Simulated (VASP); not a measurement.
Here is a VASP 6.6.1 calculation.

The input INCAR:

```
PREC = Accurate ; ENCUT = 600
EDIFF = 1E-7 ; ISMEAR = 0
SIGMA = 0.1 ; LREAL = False
LASPH = True ; NELM = 80
ALGO = Normal ; ISIF = 3
LWAVE = False ; LCHARG = False
GGA = PE ; IBRION = 2
NSW = 100 ; EDIFFG = -0.01
```

The input KPOINTS:

```
regular mesh
0
Gamma
  10 10 10
```

POSCAR

```
BeS4
1.0
   -2.7552510752      2.7552510752      2.7552510752
    2.7552510752     -2.7552510752      2.7552510752
    2.7552510752      2.7552510752     -2.7552510752
Be S
1 4
Direct
    0.0000000000      0.0000000000      0.0000000000
    0.0000000000      0.0000000000      0.5000000000
    0.0000000000      0.5000000000      0.0000000000
    0.5000000000      0.0000000000      0.0000000000
    0.5000000000      0.5000000000      0.5000000000
```

Potentials or basis: VASP PAW PBE potentials, release 64 (Be, S).

Command:

```sh
$ cat potpaw_PBE.64/Be/POTCAR potpaw_PBE.64/S/POTCAR > POTCAR
$ mpirun -np 1 vasp_std > vasp.out
```

(1) Predict the band gap on the k mesh.

(2) Predict the relaxed cell.

(3) Estimate the space group after relaxing (to 0.05 Å).

## Answers

(1) zero (band 13 reaches 7.52 eV, above the bottom of band 14 at 4.14 eV).

(2) a = 4.766 Å, b = 4.766 Å, c = 4.766 Å, α = 109.47°, β = 109.47°, γ = 109.47°.

(3) Im-3m (No. 229).
